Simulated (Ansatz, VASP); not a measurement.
## Al2Ga3N5: VASP beside Ansatz

```
Al Ga N
1.0
    -1.48085    2.56490    0.00000
    -2.96169    0.00000    0.00000
    -1.48085    0.85497   12.11186
Al Ga N
2 3 5
Direct
  0.30112 0.30112 0.09664
  0.69888 0.69888 0.90336
  0.90155 0.90155 0.29534
  0.09845 0.09845 0.70466
  0.50000 0.50000 0.50000
  0.60289 0.60289 0.19133
  0.00000 0.00000 0.00000
  0.39711 0.39711 0.80867
  0.79919 0.79919 0.60243
  0.20081 0.20081 0.39757
```

Alike in both runs: task single point; functional PBE; k mesh 6 × 6 × 6; occupations gaussian, width 0.1 eV; no spin polarisation.

|  | VASP | Ansatz |
| --- | --- | --- |
| version | VASP 6.6.1 | Ansatz 0.2.0 |
| potentials or method | VASP PAW PBE potentials, release 64 (Al, Ga_d, N), cutoff 520 eV | scalar-relativistic, plane waves, PAW |
| valence electrons in the cell | 70 | 70 |

|  | VASP | Ansatz | Ansatz less VASP |
| --- | --- | --- | --- |
| gap on the k mesh at the Fermi level (eV) | 1.43 | 1.44 | +0.012 |
| least direct gap on the mesh (eV) | 1.93 | 1.94 | +0.011 |
| pressure (GPa) | 0.3 | 0.0 | -0.38 |
| traceless stress, the component that is largest in VASP (GPa) | -0.05 | -0.07 | -0.016 |
| rms of the force components (eV/Å) | 0.013 | 0.002 | -0.0114 |

Atom by atom the forces differ by 0.012 eV/Å (rms over components).
